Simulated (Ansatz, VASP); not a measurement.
# NiGe in VASP and in Ansatz

File INCAR:

```
PREC = Accurate
ENCUT = 520
EDIFF = 1E-6
ISMEAR = 0
SIGMA = 0.15
LREAL = False
LASPH = True
NELM = 80
ALGO = Fast
ISIF = 2
LWAVE = False
LCHARG = False
GGA = PE
NBANDS = 58
```

KPOINTS

```
regular mesh
0
Gamma
  8 12 8
```

The input POSCAR:

```
NiGe
1.0
    5.3966575280      0.0000000000      0.0000000000
    0.0000000000      3.4808800805      0.0000000000
    0.0000000000      0.0000000000      6.0214646107
Ni Ge
4 4
Direct
    0.9942832188      0.7500000000      0.1901826734
    0.0057167812      0.2500000000      0.8098173266
    0.5057167812      0.2500000000      0.6901826734
    0.4942832188      0.7500000000      0.3098173266
    0.8103268991      0.7500000000      0.5874320982
    0.1896731009      0.2500000000      0.4125679018
    0.6896731009      0.2500000000      0.0874320982
    0.3103268991      0.7500000000      0.9125679018
```

Input for Ansatz:

```yaml
crystal:
  lattice:
    - [5.396657528, 0.0, 0.0]
    - [0.0, 3.4808800805, 0.0]
    - [0.0, 0.0, 6.0214646107]
  atoms:
    - { symbol: Ni, position: [0.9942832188, 0.75, 0.1901826734] }
    - { symbol: Ni, position: [0.0057167812, 0.25, 0.8098173266] }
    - { symbol: Ni, position: [0.5057167812, 0.25, 0.6901826734] }
    - { symbol: Ni, position: [0.4942832188, 0.75, 0.3098173266] }
    - { symbol: Ge, position: [0.8103268991, 0.75, 0.5874320982] }
    - { symbol: Ge, position: [0.1896731009, 0.25, 0.4125679018] }
    - { symbol: Ge, position: [0.6896731009, 0.25, 0.0874320982] }
    - { symbol: Ge, position: [0.3103268991, 0.75, 0.9125679018] }
basis:
  ecutwfc: 420
kpoints:
  mp_grid: { grid: [8, 12, 8] }
hamiltonian:
  xc: pbe
scf:
  occupations: { method: gaussian, width: 0.15 }
output:
  forces: true
  stress: true
  eigenvalues: true
```

Change from the starting cell: strain +0.0300 x Voigt [0, 0, 1, 0, 0, 0], atoms carried along.

Alike in both runs: task single point; functional PBE; k mesh 8 × 12 × 8; occupations gaussian, width 0.15 eV; no spin polarisation.

|  | VASP | Ansatz |
| --- | --- | --- |
| version | VASP 6.6.1 | Ansatz 0.2.0 |
| potentials or method | VASP PAW PBE potentials, release 64 (Ni, Ge_d), cutoff 520 eV | scalar-relativistic, plane waves, PAW |
| valence electrons in the cell | 96 | 128 |

```csv
,VASP,Ansatz,Ansatz less VASP
gap on the k mesh at the Fermi level (eV),none,none,-
pressure (GPa),-3.5,-3.8,-0.24
"traceless stress, the component that is largest in VASP (GPa)",-2.08,-2.11,-0.034
rms of the force components (eV/Å),0.070,0.072,+0.0025
```

Atom by atom the forces differ by 0.004 eV/Å (rms over components). A gap of «none» marks a metal or a gap that the smearing closes. The functional is the same, so the differences come from potentials, cutoffs and numerics. VASP's potentials hold 96 valence electrons a cell and Ansatz's 128, so a difference there can come from the potentials and not from the codes.
